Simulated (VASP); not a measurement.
# S (Im-3m) in VASP: a series of runs, part 2 of 3

VASP 6.6.1. Earlier steps stand in the parts before.

## (3) Single point, PBE+D4

This run uses another cell than the first one, of 13.79 Å³/atom, 1.068 times its volume.

Contents of INCAR:

```
ALGO = Normal
EDIFF = 1E-7
ENCUT = 520
GGA = PE
ISIF = 2
ISMEAR = -1
IVDW = 13
LASPH = T
LCHARG = F
LREAL = F
LWAVE = F
NBANDS = 9
NELM = 60
PREC = Accurate
SIGMA = 0.05
```

Contents of KPOINTS:

```
k-points
0
Gamma
  18 18 18
```

Contents of POSCAR:

```
S
1.0
    1.5106396538      1.5106396538      1.5106396538
   -1.5106396538      1.5106396538      1.5106396538
   -1.5106396538     -1.5106396538      1.5106396538
S
1
Direct
    0.0000000000      0.0000000000      0.0000000000
```

Potentials or basis: VASP PAW PBE potentials, release 64 (S).

On the command line:

```bash
$ cat potpaw_PBE.64/S/POTCAR > POTCAR
$ mpirun -np 1 vasp_std > vasp.out
```

OUTCAR:

```text
EDIFF = 1E-7
   ENCUT = 520
   GGA = PE
   ISIF = 2
   ISMEAR = -1
   IVDW = 13
   LASPH = T
   LREAL = F
   NELM = 60
   PREC = Accurate

 ion  position               nearest neighbor table
   1  0.000  0.000  0.000-

  LATTYP: Found a body centered cubic cell.
 ALAT       =     3.0212793076

  Lattice vectors:

 A1 = (   1.5106396538,  -1.5106396538,  -1.5106396538)
 A2 = (   1.5106396538,   1.5106396538,   1.5106396538)
 A3 = (  -1.5106396538,  -1.5106396538,   1.5106396538)

Analysis of symmetry for initial positions (statically):
=====================================================================
 Subroutine PRICEL returns:
 Original cell was already a primitive cell.

 Routine SETGRP: Setting up the symmetry group for a
 body centered cubic supercell.

 Subroutine GETGRP returns: Found 48 space group operations
 (whereof 48 operations were pure point group operations)
 out of a pool of 48 trial point group operations.

The static configuration has the point symmetry O_h .

Analysis of symmetry for dynamics (positions and initial velocities):
=====================================================================
 Subroutine PRICEL returns:
 Original cell was already a primitive cell.

 Routine SETGRP: Setting up the symmetry group for a
 body centered cubic supercell.

 Subroutine GETGRP returns: Found 48 space group operations
 (whereof 48 operations were pure point group operations)
 out of a pool of 48 trial point group operations.

The dynamic configuration has the point symmetry O_h .

 Subroutine INISYM returns: Found 48 space group operations
 (whereof 48 operations are pure point group operations),
 and found     1 'primitive' translations

----------------------------------------------------------------------------------------

                                     Primitive cell

  volume of cell :      13.7893

  direct lattice vectors                    reciprocal lattice vectors
     1.510639654  1.510639654  1.510639654     0.330985618  0.000000000  0.330985618
    -1.510639654  1.510639654  1.510639654    -0.330985618  0.330985618  0.000000000
    -1.510639654 -1.510639654  1.510639654     0.000000000 -0.330985618  0.330985618

  length of vectors
     2.616504632  2.616504632  2.616504632     0.468084350  0.468084350  0.468084350

  position of ions in fractional coordinates (direct lattice)
     0.000000000  0.000000000  0.000000000

  ion indices of the primitive-cell ions
   primitive index   ion index
                 1           1

----------------------------------------------------------------------------------------

 KPOINTS: k-points

Automatic generation of k-mesh.
 Grid dimensions read from file:
 generate k-points for:   18   18   18

 Generating k-lattice:

  Cartesian coordinates                     Fractional coordinates (reciprocal lattice)
     0.018388090  0.000000000  0.018388090     0.055555556  0.000000000  0.000000000
    -0.018388090  0.018388090  0.000000000     0.000000000  0.055555556  0.000000000
     0.000000000 -0.018388090  0.018388090     0.000000000  0.000000000  0.055555556

  Length of vectors
     0.026004686  0.026004686  0.026004686

  Shift w.r.t. Gamma in fractional coordinates (k-lattice)
     0.000000000  0.000000000  0.000000000

 Subroutine IBZKPT returns following result:
 ===========================================

 Found    195 irreducible k-points:

 Following reciprocal coordinates:
            Coordinates               Weight
  0.000000  0.000000  0.000000      1.000000
  0.055556  0.000000  0.000000     12.000000
  0.111111  0.000000  0.000000     12.000000
  0.166667  0.000000  0.000000     12.000000
  0.222222  0.000000  0.000000     12.000000
  0.277778  0.000000  0.000000     12.000000
[... 16 lines left out ...]
  0.444444  0.111111  0.000000     48.000000
  0.500000  0.111111  0.000000     48.000000
 [... further k-points ...]
   k-points           NKPTS =    195   k-points in BZ     NKDIM =    195   number of bands    NBANDS=      9
   number of dos      NEDOS =    301   number of ions     NIONS =      1
   total plane-waves  NPLWV =   8000
   dimension x,y,z NGX =    20 NGY =   20 NGZ =   20
   dimension x,y,z NGXF=    40 NGYF=   40 NGZF=   40
   ions per type =               1
   NGX,Y,Z   is equivalent  to a cutoff of  12.71, 12.71, 12.71 a.u.
   NGXF,Y,Z  is equivalent  to a cutoff of  25.41, 25.41, 25.41 a.u.
 SYSTEM =  unknown system
   PREC   = accura    normal or accurate (medium, high low for compatibility)
   ISTART =      0    job   : 0-new  1-cont  2-samecut
   ICHARG =      2    charge: 1-file 2-atom 10-const
   ISPIN  =      1    spin polarized calculation?
   LNONCOLLINEAR =      F non collinear calculations
   LSORBIT =      F    spin-orbit coupling
   LASPH  =      T    aspherical Exc in radial PAW
   ENCUT  =  520.0 eV  38.22 Ry    6.18 a.u.   4.86  4.86  4.86*2*pi/ulx,y,z
   NELM   =     60;   NELMIN=  2; NELMDL= -5     # of ELM steps
   EDIFF  = 0.1E-06   stopping-criterion for ELM
   LREAL  =      F    real-space projection
   EDIFFG = 0.1E-05   stopping-criterion for IOM
   NSW    =      0    number of steps for IOM
   IBRION =     -1    ionic relax: 0-MD 1-quasi-New 2-CG
   NFREE  =      0    steps in history (QN), initial steepest desc. (CG)
   ISIF   =      2    stress and relaxation
   ISYM   =      2    0-nonsym 1-usesym 2-fastsym
   POTIM  = 0.5000    time-step for ionic-motion
   TEBEG  =    0.0;   TEEND  =   0.0 temperature during run
   PSTRESS=    0.0 pullay stress
   NELECT =       6.0000    total number of electrons
   NUPDOWN=      -1.0000    fix difference up-down
   EMIN   =  10.00;   EMAX   =-10.00  energy-range for DOS
   EFERMI =   0.00;   METHOD = LEGACY
   ISMEAR =    -1;   SIGMA  =   0.05  broadening in eV -4-tet -1-fermi 0-gaus
   EFERMI_NEDOS =   21; number of points for ismear=-14 and -15
   IALGO  =     38    algorithm
   IMIX   =      4    mixing-type and parameters
     AMIX     =   0.40;   BMIX     =  1.00
     AMIX_MAG =   1.60;   BMIX_MAG =  1.00
  volume/ion in A,a.u.               =      13.79        93.05
  Fermi-wavevector in a.u.,A,eV,Ry     =   1.240541  2.344282 20.938568  1.538941
  Thomas-Fermi vector in A             =   2.374977
   LORBIT       =      0    0 simple, 1 ext, 2 COOP (PROOUT), +10 PAW based schemes
   GGA     = PE    functional components
   LHFCALC =     F    Hartree Fock is set to
   AEXX    =    0.0000 exact exchange contribution
   IVDW    =    13    specifies the selected vdW correction
   LEPSILON=     F    determine dielectric tensor
   LRPA    =     F    only Hartree local field effects (RPA)
 non-spin polarized calculation
  energy-cutoff  :      520.00
  volume of cell :       13.79
 maximum number of plane-waves:       384
   NGX =  9   NGY =  9   NGZ =  9

 number of electron       5.9999998 magnetization

 Free energy of the ion-electron system (eV)
  ---------------------------------------------------
  ext. energy  EPLUGINS =         0.00000000
  ---------------------------------------------------
  free energy    TOTEN  =        -2.92945898 eV

  energy without entropy =       -2.92520503  energy(sigma->0) =       -2.92733200

 E-fermi :   9.7386     XC(G=0): -11.8328

 val. band max:        9.7072799064   @ k =   0.4444   0.0556   0.0000
 cond. band min:       9.7674614315   @ k =   0.2222   0.1111   0.0000
 fundamental gap:      0.0601815251
 Fermi energy:         9.7385861136

 k-point     1 :       0.0000    0.0000    0.0000
  band No.  band energies     occupation
      1      -8.6169      2.00000
      2      13.6161      0.00000
      3      13.6161      0.00000
      4      13.6161      0.00000
      5      22.0802      0.00000
      6      22.0802      0.00000
      7      22.0802      0.00000
      8      26.1645      0.00000
      9      26.1645      0.00000

 k-point     2 :       0.0556    0.0000    0.0000
  band No.  band energies     occupation
      1      -8.5280      2.00000
      2      13.1601      0.00000
      3      13.4146      0.00000
      4      13.5833      0.00000
      5      21.8385      0.00000
      6      22.0777      0.00000
      7      22.4477      0.00000
      8      25.6227      0.00000
      9      26.0814      0.00000
[... 253 lines left out ...]
 k-point    24 :       0.5000    0.1111    0.0000
  band No.  band energies     occupation
      1      -3.4286      2.00000
      2       1.9064      2.00000
      3       8.6469      2.00000
      4      11.6457      0.00000
      5      18.1252      0.00000
      6      19.7382      0.00000
      7      26.8153      0.00000
      8      28.5967      0.00000
      9      33.0177      0.00000

 [... further k-points ...]

------------------------ aborting loop because EDIFF is reached ----------------------------------------

  DFT-D4 for vdW energy calculation

  Edisp (eV):   -0.45724

  FORCE on cell =-STRESS in cart. coord.  units (eV):
  Direction    XX          YY          ZZ          XY          YZ          ZX
  --------------------------------------------------------------------------------------
  -------------------------------------------------------------------------------------
  Total       0.83812     0.83812     0.83812    -0.00000     0.00000    -0.00000
  in kB      97.38090    97.38090    97.38090    -0.00000     0.00000    -0.00000
  external pressure =       97.38 kB  Pullay stress =        0.00 kB

 VOLUME and BASIS-vectors are now :
 -----------------------------------------------------------------------------
  energy-cutoff  :      520.00
  volume of cell :       13.79
      direct lattice vectors                 reciprocal lattice vectors
     1.510639654  1.510639654  1.510639654     0.330985618  0.000000000  0.330985618
    -1.510639654  1.510639654  1.510639654    -0.330985618  0.330985618  0.000000000
    -1.510639654 -1.510639654  1.510639654     0.000000000 -0.330985618  0.330985618

 POSITION                                       TOTAL-FORCE (eV/Angst)
 -----------------------------------------------------------------------------------
      0.00000      0.00000      0.00000        -0.000000      0.000000      0.000000
 -----------------------------------------------------------------------------------
    total drift:                               -0.000000     -0.000000      0.000000

  FREE ENERGIE OF THE ION-ELECTRON SYSTEM (eV)
  ---------------------------------------------------
  free  energy   TOTEN  =        -3.3866956665 eV

  energy  without entropy=       -3.3824417172  energy(sigma->0) =       -3.38456869
```

OSZICAR:

```text
N       E                     dE             d eps       ncg     rms          rms(c)
DAV:   1     0.766443112277E+01    0.76644E+01   -0.30184E+03  3582   0.565E+02
DAV:   2    -0.271068630386E+01   -0.10375E+02   -0.99142E+01  5196   0.779E+01
DAV:   3    -0.292568693720E+01   -0.21500E+00   -0.21402E+00  3948   0.946E+00
DAV:   4    -0.292622472289E+01   -0.53779E-03   -0.53763E-03  4585   0.559E-01
DAV:   5    -0.292622544906E+01   -0.72617E-06   -0.72537E-06  3955   0.171E-02    0.106E+01
DAV:   6    -0.292794376224E+01   -0.17183E-02   -0.12256E-03  3913   0.225E-01    0.634E+00
DAV:   7    -0.292945994651E+01   -0.15162E-02   -0.22849E-03  3702   0.316E-01    0.805E-02
DAV:   8    -0.292945647061E+01    0.34759E-05   -0.76649E-05  3728   0.540E-02    0.168E-02
DAV:   9    -0.292945904276E+01   -0.25721E-05   -0.35149E-06  4392   0.128E-02    0.524E-03
DAV:  10    -0.292945891267E+01    0.13009E-06   -0.48799E-07  3968   0.476E-03    0.223E-03
DAV:  11    -0.292945897955E+01   -0.66873E-07   -0.13355E-08  1879   0.818E-04
   1 F= -.33866957E+01 E0= -.33845687E+01  d E =-.425395E-02
```

stdout:

```text
POSCAR found type information on POSCAR S
 POSCAR found :  1 types and       1 ions
 scaLAPACK will be used
 LDA part: xc-table for (Slater+PW92), standard interpolation
 POSCAR, INCAR and KPOINTS ok, starting setup
 FFT: planning ... GRIDC
 FFT: planning ... GRID_SOFT
 FFT: planning ... GRID
 WAVECAR not read
 entering main loop
```

Wall time 8.4 s (1 thread of AMD EPYC 9R45 (Zen 5), shared host); peak memory 0.1 GiB.

Results:

```yaml
Free_energy: -3.3867 eV
Pressure: 9.7 GPa
Band_gap_on_the_k_mesh: zero (band 3 reaches 13.62 eV, above the bottom of band 4 at 5.45 eV)
Dispersion_energy_per_atom: -0.457 eV
```

Caveat: pairwise dispersion overbinds metals, which lowers pressure and volume.

## (4) Single point, PBE+D4

This run uses another cell than the first one, of 14.36 Å³/atom, 1.113 times its volume.

Contents of INCAR:

```
SYSTEM = S
PREC = Accurate ; ENCUT = 520
EDIFF = 1E-6 ; ISMEAR = -1
SIGMA = 0.05 ; LREAL = .FALSE.
LASPH = .TRUE. ; NELM = 80
ALGO = Normal ; ISIF = 2
LWAVE = .FALSE. ; LCHARG = .TRUE.
GGA = PE ; IVDW = 13
LELF = .TRUE. ; LVHAR = .TRUE.
NBANDS = 9
```

Contents of KPOINTS:

```
regular mesh
0
G
  18 18 18
  0 0 0
```

Contents of POSCAR:

```
S
1.0
    1.5313441927      1.5313441927      1.5313441927
   -1.5313441927      1.5313441927      1.5313441927
   -1.5313441927     -1.5313441927      1.5313441927
S
1
Direct
    0.0000000000      0.0000000000      0.0000000000
```

On the command line:

```bash
$ cat potpaw_PBE.64/S/POTCAR > POTCAR
$ mpirun -np 1 vasp_std > vasp.out
```

Wall time 8.4 s (1 thread of AMD EPYC 9R45 (Zen 5), shared host); peak memory 0.1 GiB.

The run converged. Its results:

| Property | Result |
| --- | --- |
| Free energy | -3.4127 eV |
| Pressure | 4.8 GPa |
| Band gap on the k mesh | zero (band 3 reaches 12.70 eV, above the bottom of band 4 at 5.04 eV) |
| Dispersion energy per atom | -0.441 eV |

Levels at points of the mesh, in eV from the Fermi level:
| k point | band 1 | band 2 | band 3 | band 4 | band 5 | band 6 | band 7 |
| --- | --- | --- | --- | --- | --- | --- | --- |
| (0.00, 0.00, 0.00) | -17.88 | 3.63 | 3.63 | 3.63 | 12.33 | 12.33 | 12.33 |
| (0.50, 0.00, 0.00) | -12.77 | -8.26 | 0.09 | 2.61 | 7.66 | 8.07 | 18.77 |
| (0.50, 0.50, 0.50) | -8.96 | -3.93 | -3.93 | -3.93 | 3.46 | 3.46 | 23.02 |

Caveat: pairwise dispersion overbinds metals, which lowers pressure and volume.

## (5) Single point, PBE+D4

This run uses another cell than the first one, of 15.08 Å³/atom, 1.168 times its volume.

Contents of INCAR:

```
SYSTEM = S
PREC     = Accurate       ! precision mode
ENCUT    = 520            ! plane-wave cutoff, eV
EDIFF    = 1E-7           ! SCF threshold, eV
ISMEAR   = -1             ! smearing method
SIGMA    = 0.05           ! smearing width, eV
LREAL    = .False.        ! projectors in reciprocal space
LASPH    = .True.         ! aspherical terms in the spheres
NELM     = 100            ! most SCF steps
ALGO     = Normal         ! electronic algorithm
ISIF     = 2              ! what is computed and relaxed
LWAVE    = .False.        ! write WAVECAR
LCHARG   = .False.        ! write CHGCAR
GGA      = PE             ! functional
IVDW     = 13             ! dispersion correction
NBANDS   = 9              ! bands
```

Contents of KPOINTS:

```
Automatic mesh
0
Gamma
  18 18 18
  0 0 0
```

Contents of POSCAR:

```
S
1.0
    1.5563647367      1.5563647367      1.5563647367
   -1.5563647367      1.5563647367      1.5563647367
   -1.5563647367     -1.5563647367      1.5563647367
S
1
Direct
    0.0000000000      0.0000000000      0.0000000000
```

Potentials or basis: VASP PAW PBE potentials, release 64 (S).

On the command line:

```bash
$ cat potpaw_PBE.64/S/POTCAR > POTCAR
$ mpirun -np 1 vasp_std > vasp.out
```

OUTCAR:

```text
SYSTEM = S
   PREC = Accurate
   ENCUT = 520
   EDIFF = 1E-7
   ISMEAR = -1
   LREAL = .False.
   LASPH = .True.
   NELM = 100
   ISIF = 2
   GGA = PE
   IVDW = 13

 ion  position               nearest neighbor table
   1  0.000  0.000  0.000-

  LATTYP: Found a body centered cubic cell.
 ALAT       =     3.1127294734

  Lattice vectors:

 A1 = (   1.5563647367,  -1.5563647367,  -1.5563647367)
[... 464 lines left out ...]
      6      18.1599      0.00000
      7      24.9259      0.00000
      8      26.5591      0.00000
      9      30.4576      0.00000

 [... further k-points ...]

------------------------ aborting loop because EDIFF is reached ----------------------------------------

  DFT-D4 for vdW energy calculation

  Edisp (eV):   -0.42160

  FORCE on cell =-STRESS in cart. coord.  units (eV):
  Direction    XX          YY          ZZ          XY          YZ          ZX
  --------------------------------------------------------------------------------------
  -------------------------------------------------------------------------------------
  Total      -0.01597    -0.01597    -0.01597    -0.00000    -0.00000    -0.00000
  in kB      -1.69674    -1.69674    -1.69674    -0.00000    -0.00000    -0.00000
  external pressure =       -1.70 kB  Pullay stress =        0.00 kB

 VOLUME and BASIS-vectors are now :
 -----------------------------------------------------------------------------
  energy-cutoff  :      520.00
  volume of cell :       15.08
      direct lattice vectors                 reciprocal lattice vectors
     1.556364737  1.556364737  1.556364737     0.321261455  0.000000000  0.321261455
    -1.556364737  1.556364737  1.556364737    -0.321261455  0.321261455  0.000000000
    -1.556364737 -1.556364737  1.556364737     0.000000000 -0.321261455  0.321261455

 POSITION                                       TOTAL-FORCE (eV/Angst)
 -----------------------------------------------------------------------------------
      0.00000      0.00000      0.00000         0.000000      0.000000     -0.000000
 -----------------------------------------------------------------------------------
    total drift:                                0.000000      0.000000      0.000000

  FREE ENERGIE OF THE ION-ELECTRON SYSTEM (eV)
  ---------------------------------------------------
  free  energy   TOTEN  =        -3.4228936041 eV

  energy  without entropy=       -3.4183761322  energy(sigma->0) =       -3.42063487
```

OSZICAR:

```text
N       E                     dE             d eps       ncg     rms          rms(c)
DAV:   1     0.778188632478E+01    0.77819E+01   -0.29612E+03  3559   0.558E+02
DAV:   2    -0.279091112551E+01   -0.10573E+02   -0.10221E+02  5239   0.770E+01
DAV:   3    -0.299866949640E+01   -0.20776E+00   -0.20693E+00  4039   0.945E+00
DAV:   4    -0.299919381949E+01   -0.52432E-03   -0.52428E-03  4637   0.559E-01
DAV:   5    -0.299919457755E+01   -0.75806E-06   -0.75712E-06  4130   0.189E-02    0.867E+00
DAV:   6    -0.300001734882E+01   -0.82277E-03   -0.22346E-03  3848   0.283E-01    0.519E+00
DAV:   7    -0.300131022698E+01   -0.12929E-02   -0.38207E-03  3742   0.381E-01    0.103E-01
DAV:   8    -0.300129280303E+01    0.17424E-04   -0.17217E-04  3703   0.760E-02    0.148E-02
DAV:   9    -0.300129472531E+01   -0.19223E-05   -0.23615E-06  4478   0.116E-02    0.618E-03
DAV:  10    -0.300129484679E+01   -0.12149E-06   -0.64598E-07  3986   0.562E-03    0.283E-03
DAV:  11    -0.300129493815E+01   -0.91357E-07   -0.22166E-08  1958   0.102E-03
   1 F= -.34228936E+01 E0= -.34206349E+01  d E =-.451747E-02
```

Wall time 9 s (1 thread of AMD EPYC 9R45 (Zen 5), shared host); peak memory 0.1 GiB.

Results:

```
Free energy                : -3.4229 eV
Pressure                   : -0.2 GPa
Band gap on the k mesh     : zero (band 3 reaches 11.66 eV, above the bottom of band 4 at 4.56 eV)
Dispersion energy per atom : -0.422 eV
```

Levels at points of the mesh, in eV from the Fermi level:
```
           k point  band 1  band 2  band 3  band 4  band 5  band 6  band 7
(0.00, 0.00, 0.00)  -17.34    3.35    3.35    3.35   12.30   12.30   12.30
(0.50, 0.00, 0.00)  -12.60   -7.80    0.05    2.43    7.63    8.21   18.42
(0.50, 0.50, 0.50)   -9.14   -3.72   -3.72   -3.72    3.77    3.77   22.55
```

Caveat: pairwise dispersion overbinds metals, which lowers pressure and volume.

[end of part 2 of 3]
